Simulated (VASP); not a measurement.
Input of a VASP 6.6.1 run:

Contents of INCAR:

```
SYSTEM = Si
  PREC = Accurate
  ENCUT = 600
  EDIFF = 1E-6
  ISMEAR = 0
  SIGMA = 0.02
  LREAL = .False.
  LASPH = .True.
  NELM = 80
  ALGO = Normal
  ISIF = 4
  LWAVE = .False.
  LCHARG = .False.
  GGA = PE
  IBRION = 2
  NSW = 50
  EDIFFG = -0.01
```

Contents of KPOINTS:

```
regular mesh
0
Gamma
  12 12 6
  0 0 0
```

POSCAR

```
Si
1.0
    3.7300730803      0.0000000000      0.0000000000
   -1.8650365402      3.2303380455      0.0000000000
    0.0000000000      0.0000000000      6.1747161708
Si
4
Direct
    0.3333333333      0.6666666667      0.0631955164
    0.6666666667      0.3333333333      0.5631955164
    0.3333333333      0.6666666667      0.4368044836
    0.6666666667      0.3333333333      0.9368044836
```

Potentials or basis: VASP PAW PBE potentials, release 64 (Si).

Launch:

```bash
$ cat potpaw_PBE.64/Si/POTCAR > POTCAR
$ mpirun -np 1 vasp_std > vasp.out
```

Predict the band gap on the k mesh.

0.23 eV (least direct gap 1.25 eV).

Stress tensor (GPa, compression positive):
```
10.11  0.00  0.00
 0.00 10.11  0.00
 0.00  0.00 10.23
```

Caveat: semilocal functionals underestimate gaps, and a narrow one can read as zero. A k mesh can miss the band edges.
